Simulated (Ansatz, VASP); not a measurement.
# Ru in VASP and in Ansatz

The input INCAR:

```
SYSTEM = Ru
PREC = Accurate ; ENCUT = 520
EDIFF = 1E-6 ; ISMEAR = 0
SIGMA = 0.15 ; LREAL = .False.
LASPH = .True. ; NELM = 60
ALGO = Fast ; ISIF = 2
LWAVE = .False. ; LCHARG = .False.
GGA = PE ; NBANDS = 13
```

File KPOINTS:

```
Automatic mesh
0
Gamma
  22 22 22
  0 0 0
```

File POSCAR:

```
Ru
1.0
    0.0000000000      2.1667478879      1.4727385394
    2.1667478879      0.0000000000      1.4727385394
    2.1667478879      2.1667478879      0.0000000000
Ru
1
Direct
    0.0000000000      0.0000000000      0.0000000000
```

Input for Ansatz:

```yaml
crystal:
  lattice:
    - [0.0, 2.1667478879, 1.4727385394]
    - [2.1667478879, 0.0, 1.4727385394]
    - [2.1667478879, 2.1667478879, 0.0]
  atoms:
    - { symbol: Ru, position: [0.0, 0.0, 0.0] }
basis:
  ecutwfc: 420
kpoints:
  mp_grid: { grid: [22, 22, 22] }
hamiltonian:
  xc: pbe
scf:
  occupations: { method: gaussian, width: 0.15 }
output:
  forces: true
  stress: true
  eigenvalues: true
```

Alike in both runs: task single point; functional PBE; k mesh 22 × 22 × 22; occupations gaussian, width 0.15 eV; no spin polarisation.

```csv
,VASP,Ansatz
version,VASP 6.6.1,Ansatz 0.2.0
potentials or method,"VASP PAW PBE potentials, release 64 (Ru_pv), cutoff 520 eV","scalar-relativistic, plane waves, PAW"
valence electrons in the cell,14,16
```

VASP gave:

- gap on the k mesh at the Fermi level (eV): none
- pressure (GPa): 8.5
- traceless stress, the component that is largest in VASP (GPa): -6.70

Estimate Ansatz's values.

gap on the k mesh at the Fermi level (eV): none; pressure (GPa): 8.6; traceless stress, the component that is largest in VASP (GPa): -6.72.

A gap of «none» marks a metal or a gap that the smearing closes. With one functional, cell and mesh, what is left measures potentials, basis and numerics. VASP's potentials hold 14 valence electrons a cell and Ansatz's 16, so a difference there can come from the potentials and not from the codes.
